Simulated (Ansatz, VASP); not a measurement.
Two plane-wave programs on Ag

```
Ag
1.0
     2.97014    0.00000    0.00000
    -1.48507    2.57222    0.00000
     0.00000    0.00000    4.66140
Ag
2
Direct
  0.33333 0.66667 0.25000
  0.66667 0.33333 0.75000
```

Alike in both runs: task single point; functional LDA; k mesh 24 × 24 × 12; occupations methfessel-paxton of order 1, width 0.1 eV; no spin polarisation.

|  | VASP | Ansatz |
| --- | --- | --- |
| version | VASP 6.6.1 | Ansatz 0.2.0 |
| potentials or method | VASP PAW LDA potentials, release 64 (Ag), cutoff 520 eV | scalar-relativistic, plane waves, PAW |
| valence electrons in the cell | 22 | 38 |

```csv
,VASP,Ansatz,Ansatz less VASP
gap on the k mesh at the Fermi level (eV),none,none,-
pressure (GPa),-10.4,-10.5,-0.13
"traceless stress, the component that is largest in VASP (GPa)",2.34,2.34,-0.004
```

LDA's correlation is that of Perdew and Zunger in VASP and of Perdew and Wang (1992) in Ansatz. A gap of «none» marks a metal or a gap that the smearing closes. VASP's potentials hold 22 valence electrons a cell and Ansatz's 38, so a difference there can come from the potentials and not from the codes.
